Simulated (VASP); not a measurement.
# MnS (F-43m) in VASP: further runs, part 2 of 2

VASP 6.6.1.

## Step 5: Single point, PBEsol, collinear spin, ferromagnetic start (19.17 Å³/atom)

This run uses another cell than the first one, of 19.17 Å³/atom.

INCAR

```
SYSTEM = MnS
PREC = Accurate
ENCUT = 520
EDIFF = 1E-6
ISMEAR = 0
SIGMA = 0.1
LREAL = .False.
LASPH = .True.
NELM = 150
ALGO = Normal
ISIF = 2
LWAVE = .False.
LCHARG = .False.
ISPIN = 2
MAGMOM = 4.29 0
LORBIT = 11
LMAXMIX = 4
GGA = PS
NBANDS = 20
```

KPOINTS

```
regular mesh
0
Gamma
  14 14 14
  0 0 0
```

POSCAR

```
MnS
1.0
    0.0000000000      2.6761619597      2.6761619597
    2.6761619597      0.0000000000      2.6761619597
    2.6761619597      2.6761619597      0.0000000000
Mn S
1 1
Direct
    0.0000000000      0.0000000000      0.0000000000
    0.2500000000      0.2500000000      0.2500000000
```

Potentials or basis: VASP PAW PBE potentials, release 64 (Mn_pv, S).

Command:

```sh
cat potpaw_PBE.64/Mn_pv/POTCAR potpaw_PBE.64/S/POTCAR > POTCAR
mpirun -np 1 vasp_std > vasp.out
```

OUTCAR:

```text
SYSTEM = MnS
   PREC = Accurate
   ENCUT = 520
   EDIFF = 1E-6
   ISMEAR = 0
   LREAL = .False.
   LASPH = .True.
   NELM = 150
   ISIF = 2
   ISPIN = 2
   LORBIT = 11
   GGA = PS

 ion  position               nearest neighbor table
   1  0.000  0.000  0.000-   2 2.32   2 2.32   2 2.32   2 2.32
   2  0.250  0.250  0.250-   1 2.32   1 2.32   1 2.32   1 2.32

  LATTYP: Found a face centered cubic cell.
 ALAT       =     5.3523239194

  Lattice vectors:

 A1 = (   0.0000000000,   2.6761619597,   2.6761619597)
 A2 = (   2.6761619597,   0.0000000000,   2.6761619597)
 A3 = (   2.6761619597,   2.6761619597,   0.0000000000)

Analysis of symmetry for initial positions (statically):
=====================================================================
 Subroutine PRICEL returns:
 Original cell was already a primitive cell.

 Routine SETGRP: Setting up the symmetry group for a
 face centered cubic supercell.

 Subroutine GETGRP returns: Found 24 space group operations
[... 748 lines left out ...]
      3     -40.6833      1.00000
      4      -8.7705      1.00000
      5       1.7295      1.00000
      6       1.7295      1.00000
[... 541 lines left out ...]
     19      19.4959      0.00000
     20      22.5608      0.00000

 [... further k-points ...]

------------------------ aborting loop because EDIFF is reached ----------------------------------------

  FORCE on cell =-STRESS in cart. coord.  units (eV):
  Direction    XX          YY          ZZ          XY          YZ          ZX
  --------------------------------------------------------------------------------------
  -------------------------------------------------------------------------------------
  Total        0.5007563      0.5007563      0.5007563     -0.0000000      0.0000000     -0.0000000
  in kB       20.9300271     20.9300271     20.9300271     -0.0000000      0.0000000     -0.0000000
  external PRESSURE =      20.9300271 kB  Pullay stress =       0.0000000 kB

 VOLUME and BASIS-vectors are now :
 -----------------------------------------------------------------------------
  energy-cutoff  :      520.00
  volume of cell :       38.33
      direct lattice vectors                 reciprocal lattice vectors
     0.000000000  2.676161960  2.676161960    -0.186834731  0.186834731  0.186834731
     2.676161960  0.000000000  2.676161960     0.186834731 -0.186834731  0.186834731
     2.676161960  2.676161960  0.000000000     0.186834731  0.186834731 -0.186834731

 POSITION                                       TOTAL-FORCE (eV/Angst)
 -----------------------------------------------------------------------------------
      0.00000      0.00000      0.00000         0.000000      0.000000      0.000000
      1.33808      1.33808      1.33808        -0.000000     -0.000000     -0.000000
 -----------------------------------------------------------------------------------
    total drift:                                0.000000      0.000000      0.000000

  FREE ENERGIE OF THE ION-ELECTRON SYSTEM (eV)
  ---------------------------------------------------
  free  energy   TOTEN  =       -14.7582720872 eV

  energy  without entropy=      -14.7515004901  energy(sigma->0) =      -14.75488629

 total charge

# of ion       s       p       d       tot
------------------------------------------
    1        0.291   6.267   4.985  11.543
    2        1.314   2.433   0.000   3.747
--------------------------------------------------
tot          1.604   8.700   4.985  15.290

 magnetization (x)

# of ion       s       p       d       tot
------------------------------------------
    1        0.046   0.068   3.768   3.882
    2        0.008   0.024   0.000   0.031
--------------------------------------------------
tot          0.054   0.092   3.768   3.914
```

OSZICAR:

```text
N       E                     dE             d eps       ncg     rms          rms(c)
DAV:   1     0.154649834952E+03    0.15465E+03   -0.10142E+04  8368   0.960E+02
DAV:   2    -0.784901534086E+01   -0.16250E+03   -0.15343E+03  8744   0.283E+02
DAV:   3    -0.159842684076E+02   -0.81353E+01   -0.80420E+01  9600   0.689E+01
DAV:   4    -0.160873425837E+02   -0.10307E+00   -0.10301E+00  9416   0.795E+00
DAV:   5    -0.160889575381E+02   -0.16150E-02   -0.16149E-02  9520   0.104E+00    0.126E+01
DAV:   6    -0.150202458314E+02    0.10687E+01   -0.69931E+00  9212   0.329E+01    0.107E+01
DAV:   7    -0.147623185881E+02    0.25793E+00   -0.12696E+00  9200   0.167E+01    0.607E+00
DAV:   8    -0.147634074343E+02   -0.10888E-02   -0.37638E-02  9560   0.165E+00    0.350E+00
DAV:   9    -0.147523427608E+02    0.11065E-01   -0.23510E-02  9832   0.155E+00    0.878E-01
DAV:  10    -0.147573580307E+02   -0.50153E-02   -0.93490E-03  9228   0.806E-01    0.414E-01
DAV:  11    -0.147581931309E+02   -0.83510E-03   -0.15015E-03  9644   0.378E-01    0.908E-02
DAV:  12    -0.147582595846E+02   -0.66454E-04   -0.46526E-04  9312   0.142E-01    0.723E-02
DAV:  13    -0.147582669950E+02   -0.74103E-05   -0.84048E-06  9424   0.238E-02    0.504E-02
DAV:  14    -0.147582711121E+02   -0.41171E-05   -0.55550E-06  9060   0.153E-02    0.125E-02
DAV:  15    -0.147582720872E+02   -0.97515E-06   -0.10907E-06  7684   0.795E-03
   1 F= -.14758272E+02 E0= -.14754886E+02  d E =-.677160E-02  mag=     4.3061
```

Run time: 67 s. Hardware: 1 thread of AMD EPYC 9R45 (Zen 5), shared host; peak memory 0.22 GiB.

Results:

```yaml
Free_energy: -14.7583 eV
Pressure: 2.1 GPa
Net_moment: 4.31 μB per cell
Site_moments: Mn +3.88; S +0.03 μB
Valence_electrons_inside_the_program's_atomic_spheres: Mn 11.54; S 3.75
```

Caveat: the PAW data sets were made with another functional, which shifts forces and pressure a little; a cell with one magnetic atom can't hold antiferromagnetic order, which such compounds often take; semilocal functionals often make such compounds metallic where correlation or magnetic order opens a gap, which also shifts bond lengths. With open d or f shells a metallic result of PBEsol can be an artefact of self-interaction; +U or a hybrid may open a gap.

## Step 6: Summary

```csv
task,cell,cutoff (eV),gap on the mesh (eV),pressure (GPa),moment (μB)
relaxation of cell and atoms,"relaxed to 1 GPa from a = 3.851 Å, angles 60.0°, 2 atoms",600,none,1.0,4.43
single point,"a = 3.702 Å, angles 60.0°, 2 atoms",520,none,4.3,3.91
single point,"a = 3.744 Å, angles 60.0°, 2 atoms",520,none,3.2,4.12
single point,"a = 3.785 Å, angles 60.0°, 2 atoms",520,none,2.1,4.31
```

Alike in all rows: level PBEsol; potentials or basis VASP PAW PBE potentials, release 64 (Mn_pv, S); spin collinear, ferromagnetic start; k mesh 14 × 14 × 14; smearing gaussian 0.1 eV.

Caveats: the PAW data sets were made with another functional, which shifts forces and pressure a little; a cell with one magnetic atom can't hold antiferromagnetic order, which such compounds often take; semilocal functionals often make such compounds metallic where correlation or magnetic order opens a gap, which also shifts bond lengths; the cell stands under pressure (at least some runs); the cell is relaxed towards a set pressure, so the run minimises the enthalpy, not the energy (at least some runs).

Total energies depend on the potentials used, so only differences within one code and one set of settings carry meaning.
